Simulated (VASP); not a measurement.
Wanted: the native input for a VASP 6.6.1 run.

```yaml
Task: single point
Functional: PBE
Potentials_or_basis: VASP PAW PBE potentials, release 64 (Al, N)
Cutoff: 700 eV
k_mesh: 1 × 1 × 2, shifted
Occupations: gaussian, width 0.01 eV
Spin: no spin polarisation
Dipole_correction: no
Mended: yes
Further_INCAR_settings: LREAL = Auto; ALGO = Normal; EDIFF = 1e-06; NBANDS = 46; ISYM = -1
```

The structure of AlN lies in POSCAR:

```
AlN
1.0
    6.2595139307      0.0000000618      0.0000000000
   -3.1297570188      5.4208980485      0.0000000000
    0.0000000000      0.0000000000      5.0174032550
Al N
8 8
Direct
    0.3335524029      0.1664661886      0.5000247798
    0.1664661886      0.3335524029      1.0000247798
    0.3335524029      0.6664661886      0.5000247798
    0.1664661886      0.8335524029      1.0000247798
    0.8335524029      0.1664661886      0.5000247798
    0.6664661886      0.3335524029      1.0000247798
    0.8335524029      0.6664661886      0.5000247798
    0.6664661886      0.8335524029      1.0000247798
    0.3319615436      0.1680198649      0.8799752202
    0.1680198649      0.3319615436      0.3799752202
    0.3319615436      0.6680198649      0.8799752202
    0.1680198649      0.8319615436      0.3799752202
    0.8319615436      0.1680198649      0.8799752202
    0.6680198649      0.3319615436      0.3799752202
    0.8319615436      0.6680198649      0.8799752202
    0.6680198649      0.8319615436      0.3799752202
```

The input as run:

INCAR

```
SYSTEM = AlN
  ALGO = Normal
  EDIFF = 1E-6
  ENCUT = 700
  GGA = PE
  GGA_COMPAT = .FALSE.
  ISIF = 2
  ISMEAR = 0
  ISYM = -1
  LASPH = .TRUE.
  LCHARG = .FALSE.
  LREAL = Auto
  LWAVE = .FALSE.
  NBANDS = 46
  NELM = 120
  PREC = Accurate
  SIGMA = 0.01
```

KPOINTS

```
explicit points
2
Reciprocal
  0.25000000   0.25000000   0.12500000 1
  0.25000000   0.25000000   0.62500000 1
```

Potentials or basis: VASP PAW PBE potentials, release 64 (Al, N).

Launch:

```sh
$ cat potpaw_PBE.64/Al/POTCAR potpaw_PBE.64/N/POTCAR > POTCAR
$ mpirun -np 1 vasp_std > vasp.out
```

It gave:

```json
{
 "Pressure": "-0.8 GPa",
 "Largest force": "0.010 eV/Å",
 "Band gap on the k mesh": "5.79 eV"
}
```

Caveat: a shifted mesh leaves out Γ, where band edges can lie.

It took 50 s on 1 thread of Intel(R) Xeon(R) Platinum 8259CL CPU @ 2.50GHz (Skylake/Cascade Lake), on a shared host, peak memory 0.33 GiB.
